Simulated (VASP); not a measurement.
BN, 4 atoms in the cell. Symmetry: P6_3/mmc, No. 194, hexagonal system. The conventional cell has a = 2.464 Å, b = 2.464 Å, c = 6.487 Å, α = 90.00°, β = 90.00°, γ = 120.00°. Within 1.9 Å of B (site symmetry -6m2) lie 3 N at 1.42 Å. Within 1.9 Å of N (site symmetry -6m2) lie 3 B at 1.42 Å. 

```yaml
Program: VASP 6.6.1
Task: relaxation of shape and atoms at fixed volume
Functional: r2SCAN
Dispersion: D3(BJ)
Potentials_or_basis: VASP PAW PBE potentials, release 64 (B, N)
Cutoff: 660 eV
k_mesh: 10 × 10 × 4
Occupations: gaussian, width 0.05 eV
Spin: no spin polarisation
Dipole_correction: no
Further_INCAR_settings: ALGO = Normal; EDIFF = 1e-07; IBRION = 2; EDIFFG = -0.01; NSW = 60; ISIF = 4
```

Potentials or basis: VASP PAW PBE potentials, release 64 (B, N).

The run is started by

```console
$ cat potpaw_PBE.64/B/POTCAR potpaw_PBE.64/N/POTCAR > POTCAR
$ cp INCAR.step1 INCAR
$ mpirun -np 1 vasp_std > vasp.out
$ cp INCAR.step2 INCAR
$ mpirun -np 1 vasp_std > vasp.out
```

Hardware: 1 thread of Intel Xeon 8259CL, with other jobs on the host.

Task: Estimate the wall time of this run.

Result: Wall time 10 min on 1 thread of Intel Xeon 8259CL, with other jobs on the host, peak memory 0.2 GiB. Counts: k points 42, ion steps 3.
